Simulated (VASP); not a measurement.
# Mg (Fm-3m) in VASP: notebook

Runs on Mg. Level: PBE. Tasks: single point.

Program: VASP 6.6.1. These are calculated values, not measurements. Logs are shortened: lines on timing, memory, paths and dates and some standing lists are left out, and cuts for length are marked.

### 1 The cell of the first run

It takes space group Fm-3m (No. 225, cubic). Conventional cell: a = 3.590 Å, b = 3.590 Å, c = 3.590 Å, α = 90.00°, β = 90.00°, γ = 90.00°. Within 3.4 Å of Mg (site symmetry m-3m) lie 12 Mg at 2.54 Å.

### 2 Single point, PBE

Input file INCAR:

```
SYSTEM = Mg
PREC = Accurate ; ENCUT = 520
EDIFF = 1E-6 ; ISMEAR = -1
SIGMA = 0.08 ; LREAL = .False.
LASPH = .True. ; NELM = 80
ALGO = Normal ; ISIF = 2
LWAVE = .False. ; LCHARG = .False.
GGA = PE ; NBANDS = 7
```

Input file KPOINTS:

```
Automatic mesh
0
Gamma
  20 20 20
  0 0 0
```

Input file POSCAR:

```
Mg
1.0
    0.0000000000      1.7949866579      1.7949866579
    1.7949866579      0.0000000000      1.7949866579
    1.7949866579      1.7949866579      0.0000000000
Mg
1
Direct
    0.0000000000      0.0000000000      0.0000000000
```

Potentials or basis: VASP PAW PBE potentials, release 64 (Mg).

The run is started by

```console
cat potpaw_PBE.64/Mg/POTCAR > POTCAR
mpirun -np 1 vasp_std > vasp.out
```

OUTCAR:

```text
SYSTEM = Mg
   PREC = Accurate
   ENCUT = 520
   EDIFF = 1E-6
   ISMEAR = -1
   LREAL = .False.
   LASPH = .True.
   NELM = 80
   ISIF = 2
   GGA = PE

 ion  position               nearest neighbor table
   1  0.000  0.000  0.000-

  LATTYP: Found a face centered cubic cell.
 ALAT       =     3.5899733158

  Lattice vectors:

 A1 = (   0.0000000000,   1.7949866579,   1.7949866579)
 A2 = (   1.7949866579,   0.0000000000,   1.7949866579)
 A3 = (   1.7949866579,   1.7949866579,   0.0000000000)

Analysis of symmetry for initial positions (statically):
=====================================================================
 Subroutine PRICEL returns:
 Original cell was already a primitive cell.

 Routine SETGRP: Setting up the symmetry group for a
 face centered cubic supercell.

 Subroutine GETGRP returns: Found 48 space group operations
 (whereof 48 operations were pure point group operations)
 out of a pool of 48 trial point group operations.

The static configuration has the point symmetry O_h .

Analysis of symmetry for dynamics (positions and initial velocities):
=====================================================================
 Subroutine PRICEL returns:
 Original cell was already a primitive cell.

 Routine SETGRP: Setting up the symmetry group for a
 face centered cubic supercell.

 Subroutine GETGRP returns: Found 48 space group operations
 (whereof 48 operations were pure point group operations)
 out of a pool of 48 trial point group operations.

The dynamic configuration has the point symmetry O_h .

 Subroutine INISYM returns: Found 48 space group operations
 (whereof 48 operations are pure point group operations),
 and found     1 'primitive' translations

----------------------------------------------------------------------------------------

                                     Primitive cell

  volume of cell :      11.5668

  direct lattice vectors                    reciprocal lattice vectors
     0.000000000  1.794986658  1.794986658    -0.278553603  0.278553603  0.278553603
     1.794986658  0.000000000  1.794986658     0.278553603 -0.278553603  0.278553603
     1.794986658  1.794986658  0.000000000     0.278553603  0.278553603 -0.278553603

  length of vectors
     2.538494476  2.538494476  2.538494476     0.482468992  0.482468992  0.482468992

  position of ions in fractional coordinates (direct lattice)
     0.000000000  0.000000000  0.000000000

  ion indices of the primitive-cell ions
   primitive index   ion index
                 1           1

----------------------------------------------------------------------------------------

 KPOINTS: Automatic mesh

Automatic generation of k-mesh.
 Grid dimensions read from file:
 generate k-points for:   20   20   20

 Generating k-lattice:

  Cartesian coordinates                     Fractional coordinates (reciprocal lattice)
    -0.013927680  0.013927680  0.013927680     0.050000000  0.000000000  0.000000000
     0.013927680 -0.013927680  0.013927680     0.000000000  0.050000000  0.000000000
     0.013927680  0.013927680 -0.013927680     0.000000000  0.000000000  0.050000000

  Length of vectors
     0.024123450  0.024123450  0.024123450

  Shift w.r.t. Gamma in fractional coordinates (k-lattice)
     0.000000000  0.000000000  0.000000000

 Subroutine IBZKPT returns following result:
 ===========================================

 Found    256 irreducible k-points:

 Following reciprocal coordinates:
            Coordinates               Weight
  0.000000  0.000000  0.000000      1.000000
  0.050000  0.000000  0.000000      8.000000
  0.100000  0.000000  0.000000      8.000000
  0.150000  0.000000  0.000000      8.000000
  0.200000  0.000000  0.000000      8.000000
  0.250000  0.000000  0.000000      8.000000
[... 16 lines left out ...]
 -0.400000  0.050000  0.000000     24.000000
 -0.350000  0.050000  0.000000     24.000000
 [... further k-points ...]
   k-points           NKPTS =    256   k-points in BZ     NKDIM =    256   number of bands    NBANDS=      7
   number of dos      NEDOS =    301   number of ions     NIONS =      1
   total plane-waves  NPLWV =   8000
   dimension x,y,z NGX =    20 NGY =   20 NGZ =   20
   dimension x,y,z NGXF=    40 NGYF=   40 NGZF=   40
   ions per type =               1
   NGX,Y,Z   is equivalent  to a cutoff of  13.10, 13.10, 13.10 a.u.
   NGXF,Y,Z  is equivalent  to a cutoff of  26.20, 26.20, 26.20 a.u.
 SYSTEM =  Mg
   PREC   = accura    normal or accurate (medium, high low for compatibility)
   ISTART =      0    job   : 0-new  1-cont  2-samecut
   ICHARG =      2    charge: 1-file 2-atom 10-const
   ISPIN  =      1    spin polarized calculation?
   LNONCOLLINEAR =      F non collinear calculations
   LSORBIT =      F    spin-orbit coupling
   LASPH  =      T    aspherical Exc in radial PAW
   ENCUT  =  520.0 eV  38.22 Ry    6.18 a.u.   4.72  4.72  4.72*2*pi/ulx,y,z
   NELM   =     80;   NELMIN=  2; NELMDL= -5     # of ELM steps
   EDIFF  = 0.1E-05   stopping-criterion for ELM
   LREAL  =      F    real-space projection
[... 7 lines left out ...]
   TEBEG  =    0.0;   TEEND  =   0.0 temperature during run
   PSTRESS=    0.0 pullay stress
   NELECT =       2.0000    total number of electrons
   NUPDOWN=      -1.0000    fix difference up-down
   EMIN   =  10.00;   EMAX   =-10.00  energy-range for DOS
   EFERMI =   0.00;   METHOD = LEGACY
   ISMEAR =    -1;   SIGMA  =   0.08  broadening in eV -4-tet -1-fermi 0-gaus
   EFERMI_NEDOS =   21; number of points for ismear=-14 and -15
   IALGO  =     38    algorithm
   IMIX   =      4    mixing-type and parameters
     AMIX     =   0.40;   BMIX     =  1.00
     AMIX_MAG =   1.60;   BMIX_MAG =  1.00
  volume/ion in A,a.u.               =      11.57        78.06
  Fermi-wavevector in a.u.,A,eV,Ry     =   0.912039  1.723505 11.317542  0.831816
  Thomas-Fermi vector in A             =   2.036389
   LORBIT       =      0    0 simple, 1 ext, 2 COOP (PROOUT), +10 PAW based schemes
   GGA     = PE    functional components
   LHFCALC =     F    Hartree Fock is set to
   AEXX    =    0.0000 exact exchange contribution
   IVDW    =     0    specifies the selected vdW correction
   LEPSILON=     F    determine dielectric tensor
   LRPA    =     F    only Hartree local field effects (RPA)
 non-spin polarized calculation
  energy-cutoff  :      520.00
  volume of cell :       11.57
 maximum number of plane-waves:       331
   NGX =  9   NGY =  9   NGZ =  9

 number of electron       2.0000000 magnetization

 Free energy of the ion-electron system (eV)
  ---------------------------------------------------
  ext. energy  EPLUGINS =         0.00000000
  ---------------------------------------------------
  free energy    TOTEN  =         0.41655293 eV

  energy without entropy =        0.42278325  energy(sigma->0) =        0.41966809

 E-fermi :   7.5039     XC(G=0): -10.9193

 val. band max:        7.4282517803   @ k =  -0.4500   0.2000   0.0000
 cond. band min:       7.5135012846   @ k =  -0.4500   0.4500   0.0000
 fundamental gap:      0.0852495043
 Fermi energy:         7.5038909822

 k-point     1 :       0.0000    0.0000    0.0000
  band No.  band energies     occupation
      1      -2.9160      2.00000
      2      24.7665      0.00000
      3      24.7665      0.00000
      4      24.7665      0.00000
      5      28.1937      0.00000
      6      31.3846      0.00000
      7      31.3846      0.00000

 k-point     2 :       0.0500    0.0000    0.0000
  band No.  band energies     occupation
      1      -2.8271      2.00000
      2      23.5457      0.00000
      3      24.7232      0.00000
      4      24.7232      0.00000
      5      28.9761      0.00000
      6      31.3243      0.00000
      7      31.3243      0.00000

 k-point     3 :       0.1000    0.0000    0.0000
  band No.  band energies     occupation
      1      -2.5613      2.00000
      2      21.3884      0.00000
      3      24.5977      0.00000
      4      24.5977      0.00000
      5      29.1949      0.00000
      6      31.0950      0.00000
      7      31.0950      0.00000

 k-point     4 :       0.1500    0.0000    0.0000
  band No.  band energies     occupation
      1      -2.1216      2.00000
      2      19.1091      0.00000
      3      24.4019      0.00000
      4      24.4019      0.00000
      5      28.6438      0.00000
      6      30.6731      0.00000
      7      30.6731      0.00000

 k-point     5 :       0.2000    0.0000    0.0000
  band No.  band energies     occupation
      1      -1.5129      2.00000
      2      16.8613      0.00000
      3      24.1533      0.00000
      4      24.1533      0.00000
      5      28.0091      0.00000
      6      30.1581      0.00000
      7      30.1581      0.00000

 k-point     6 :       0.2500    0.0000    0.0000
  band No.  band energies     occupation
      1      -0.7416      2.00000
      2      14.6935      0.00000
      3      23.8747      0.00000
      4      23.8747      0.00000
      5      27.4621      0.00000
      6      29.6625      0.00000
      7      29.6625      0.00000

 k-point     7 :       0.3000    0.0000    0.0000
  band No.  band energies     occupation
      1       0.1840      2.00000
      2      12.6273      0.00000
      3      23.5929      0.00000
      4      23.5929      0.00000
      5      27.0429      0.00000
      6      29.2466      0.00000
      7      29.2466      0.00000
[... 121 lines left out ...]
 k-point    20 :       0.4500    0.0500    0.0000
  band No.  band energies     occupation
      1       3.3671      2.00000
      2       7.7912      0.05367
      3      22.1010      0.00000
      4      22.6482      0.00000
      5      27.3143      0.00000
      6      28.3021      0.00000
      7      29.2028      0.00000

 k-point    21 :       0.5000    0.0500    0.0000
  band No.  band energies     occupation
      1       4.5380      2.00000
      2       6.4137      2.00000
      3      21.8751      0.00000
      4      22.7416      0.00000
      5      27.2873      0.00000
      6      28.3850      0.00000
      7      28.9075      0.00000

 k-point    22 :      -0.4500    0.0500    0.0000
  band No.  band energies     occupation
      1       4.1989      2.00000
      2       6.7941      1.99972
      3      21.7435      0.00000
      4      22.9387      0.00000
      5      27.3262      0.00000
      6      28.5494      0.00000
      7      28.6807      0.00000

 k-point    23 :      -0.4000    0.0500    0.0000
  band No.  band energies     occupation
      1       2.9403      2.00000
      2       8.3422      0.00006
      3      21.7083      0.00000
      4      23.2387      0.00000
      5      27.4130      0.00000
      6      28.5169      0.00000
      7      28.8229      0.00000

 k-point    24 :      -0.3500    0.0500    0.0000
  band No.  band energies     occupation
      1       1.7106      2.00000
      2      10.1114      0.00000
      3      21.7693      0.00000
      4      23.6310      0.00000
      5      27.5561      0.00000
      6      28.4164      0.00000
      7      29.2121      0.00000

 [... further k-points ...]
[... 5 lines left out ...]
  --------------------------------------------------------------------------------------
  -------------------------------------------------------------------------------------
  Total        6.7826818      6.7826818      6.7826818      0.0000000      0.0000000     -0.0000000
  in kB      939.5033925    939.5033925    939.5033925      0.0000000      0.0000000     -0.0000000
  external PRESSURE =     939.5033925 kB  Pullay stress =       0.0000000 kB

 VOLUME and BASIS-vectors are now :
 -----------------------------------------------------------------------------
  energy-cutoff  :      520.00
  volume of cell :       11.57
      direct lattice vectors                 reciprocal lattice vectors
     0.000000000  1.794986658  1.794986658    -0.278553603  0.278553603  0.278553603
     1.794986658  0.000000000  1.794986658     0.278553603 -0.278553603  0.278553603
     1.794986658  1.794986658  0.000000000     0.278553603  0.278553603 -0.278553603

 POSITION                                       TOTAL-FORCE (eV/Angst)
 -----------------------------------------------------------------------------------
      0.00000      0.00000      0.00000         0.000000      0.000000      0.000000
 -----------------------------------------------------------------------------------
    total drift:                                0.000000      0.000000     -0.000000

  FREE ENERGIE OF THE ION-ELECTRON SYSTEM (eV)
  ---------------------------------------------------
  free  energy   TOTEN  =         0.4165529327 eV

  energy  without entropy=        0.4227832498  energy(sigma->0) =        0.41966809
```

Wall time 31 s (1 thread of Intel Xeon 8259CL, shared host); peak memory 0.14 GiB.

What came out:

```
Free energy            : 0.4166 eV
Pressure               : 94.0 GPa
Band gap on the k mesh : zero (band 1 reaches 9.19 eV, above the bottom of band 2 at 6.18 eV)
```

Levels at points of the mesh, in eV from the Fermi level:
```tsv
k point	band 1	band 2	band 3	band 4
(0.00, 0.00, 0.00)	-10.42	17.26	17.26	17.26
(0.50, 0.00, 0.00)	-2.88	-1.33	15.45	15.45
(0.50, 0.50, 0.00)	-0.16	0.69	7.22	11.69
```

### 3 Single point, PBE

This run uses another cell than the first one, of 23.13 Å³/atom, 2.000 times its volume.

Input file INCAR:

```
PREC     = Accurate       # precision mode
ENCUT    = 520            # plane-wave cutoff, eV
EDIFF    = 1E-7           # SCF threshold, eV
ISMEAR   = -1             # smearing method
SIGMA    = 0.08           # smearing width, eV
LREAL    = False          # projectors in reciprocal space
LASPH    = True           # aspherical terms in the spheres
NELM     = 60             # most SCF steps
ALGO     = Normal         # electronic algorithm
ISIF     = 2              # what is computed and relaxed
LWAVE    = False          # write WAVECAR
LCHARG   = False          # write CHGCAR
GGA      = PE             # functional
NBANDS   = 7              # bands
```

Input file KPOINTS:

```
Automatic mesh
0
Gamma
  16 16 16
```

Input file POSCAR:

```
Mg
1.0
    0.0000000000      2.2615414746      2.2615414746
    2.2615414746      0.0000000000      2.2615414746
    2.2615414746      2.2615414746      0.0000000000
Mg
1
Direct
    0.0000000000      0.0000000000      0.0000000000
```

Potentials or basis: VASP PAW PBE potentials, release 64 (Mg).

The run is started by

```console
cat potpaw_PBE.64/Mg/POTCAR > POTCAR
mpirun -np 1 vasp_std > vasp.out
```

OUTCAR:

```text
PREC = Accurate
   ENCUT = 520
   EDIFF = 1E-7
   ISMEAR = -1
   LREAL = False
   LASPH = True
   NELM = 60
   ISIF = 2
   GGA = PE

 ion  position               nearest neighbor table
   1  0.000  0.000  0.000-

  LATTYP: Found a face centered cubic cell.
 ALAT       =     4.5230829492

  Lattice vectors:

 A1 = (   0.0000000000,   2.2615414746,   2.2615414746)
 A2 = (   2.2615414746,   0.0000000000,   2.2615414746)
 A3 = (   2.2615414746,   2.2615414746,   0.0000000000)

Analysis of symmetry for initial positions (statically):
=====================================================================
 Subroutine PRICEL returns:
 Original cell was already a primitive cell.

 Routine SETGRP: Setting up the symmetry group for a
 face centered cubic supercell.

 Subroutine GETGRP returns: Found 48 space group operations
 (whereof 48 operations were pure point group operations)
 out of a pool of 48 trial point group operations.

[... 152 lines left out ...]
  ---------------------------------------------------
  ext. energy  EPLUGINS =         0.00000000
  ---------------------------------------------------
  free energy    TOTEN  =        -1.49708832 eV

  energy without entropy =       -1.48654770  energy(sigma->0) =       -1.49181801

 E-fermi :   2.5735     XC(G=0):  -8.4680

 val. band max:        2.5735056541   @ k =  -0.3750   0.4375   0.1250
 cond. band min:       2.6095760622   @ k =  -0.3125   0.3750   0.1250
 fundamental gap:      0.0360704081
 Fermi energy:         2.5735154763

 k-point     1 :       0.0000    0.0000    0.0000
  band No.  band energies     occupation
      1      -4.3059      2.00000
      2      14.8939      0.00000
      3      14.8939      0.00000
      4      14.8939      0.00000
      5      16.7849      0.00000
      6      16.7849      0.00000
      7      16.7849      0.00000
[... 221 lines left out ...]
 k-point    24 :      -0.0625    0.0625    0.0000
  band No.  band energies     occupation
      1      -4.0756      2.00000
      2      12.5809      0.00000
      3      13.3800      0.00000
      4      15.1178      0.00000
      5      16.9527      0.00000
      6      17.1511      0.00000
      7      17.7609      0.00000

 [... further k-points ...]
[... 5 lines left out ...]
  --------------------------------------------------------------------------------------
  -------------------------------------------------------------------------------------
  Total       -0.0174422     -0.0174422     -0.0174422      0.0000000      0.0000000      0.0000000
  in kB       -1.2080030     -1.2080030     -1.2080030      0.0000000      0.0000000      0.0000000
  external PRESSURE =      -1.2080030 kB  Pullay stress =       0.0000000 kB

 VOLUME and BASIS-vectors are now :
 -----------------------------------------------------------------------------
  energy-cutoff  :      520.00
  volume of cell :       23.13
      direct lattice vectors                 reciprocal lattice vectors
     0.000000000  2.261541475  2.261541475    -0.221088141  0.221088141  0.221088141
     2.261541475  0.000000000  2.261541475     0.221088141 -0.221088141  0.221088141
     2.261541475  2.261541475  0.000000000     0.221088141  0.221088141 -0.221088141

 POSITION                                       TOTAL-FORCE (eV/Angst)
 -----------------------------------------------------------------------------------
      0.00000      0.00000      0.00000         0.000000      0.000000     -0.000000
 -----------------------------------------------------------------------------------
    total drift:                               -0.000000      0.000000      0.000000

  FREE ENERGIE OF THE ION-ELECTRON SYSTEM (eV)
  ---------------------------------------------------
  free  energy   TOTEN  =        -1.4970883208 eV

  energy  without entropy=       -1.4865476973  energy(sigma->0) =       -1.49181801
```

OSZICAR:

```text
N       E                     dE             d eps       ncg     rms          rms(c)
DAV:   1    -0.791233258798E+00   -0.79123E+00   -0.80139E+02  2156   0.197E+02
DAV:   2    -0.150137371410E+01   -0.71014E+00   -0.69528E+00  2639   0.116E+01
DAV:   3    -0.150420833206E+01   -0.28346E-02   -0.28336E-02  2793   0.831E-01
DAV:   4    -0.150421277205E+01   -0.44400E-05   -0.44400E-05  3003   0.245E-02
DAV:   5    -0.150421277588E+01   -0.38293E-08   -0.39548E-08  2765   0.517E-04    0.654E-01
DAV:   6    -0.150087139777E+01    0.33414E-02   -0.42771E-04  2695   0.127E-01    0.418E-01
DAV:   7    -0.149708221527E+01    0.37892E-02   -0.17524E-03  2422   0.222E-01    0.240E-02
DAV:   8    -0.149708877896E+01   -0.65637E-05   -0.93469E-06  3073   0.177E-02    0.517E-03
DAV:   9    -0.149708852151E+01    0.25745E-06   -0.61489E-07  2786   0.316E-03    0.542E-04
DAV:  10    -0.149708835109E+01    0.17042E-06   -0.38897E-09  2170   0.329E-04    0.790E-05
DAV:  11    -0.149708832079E+01    0.30295E-07   -0.16378E-10  1337   0.802E-05
   1 F= -.14970883E+01 E0= -.14918180E+01  d E =-.105406E-01
```

stdout:

```text
POSCAR found type information on POSCAR Mg
 POSCAR found :  1 types and       1 ions
 scaLAPACK will be used
 LDA part: xc-table for (Slater+PW92), standard interpolation
 POSCAR, INCAR and KPOINTS ok, starting setup
 FFT: planning ... GRIDC
 FFT: planning ... GRID_SOFT
 FFT: planning ... GRID
 WAVECAR not read
 entering main loop
```

It took 22 s on 1 thread of Intel Xeon 8259CL, shared host; peak memory 0.15 GiB.

Results:

```yaml
Free_energy: -1.4971 eV
Pressure: -0.1 GPa
Band_gap_on_the_k_mesh: zero (band 1 reaches 4.02 eV, above the bottom of band 2 at 1.30 eV)
```
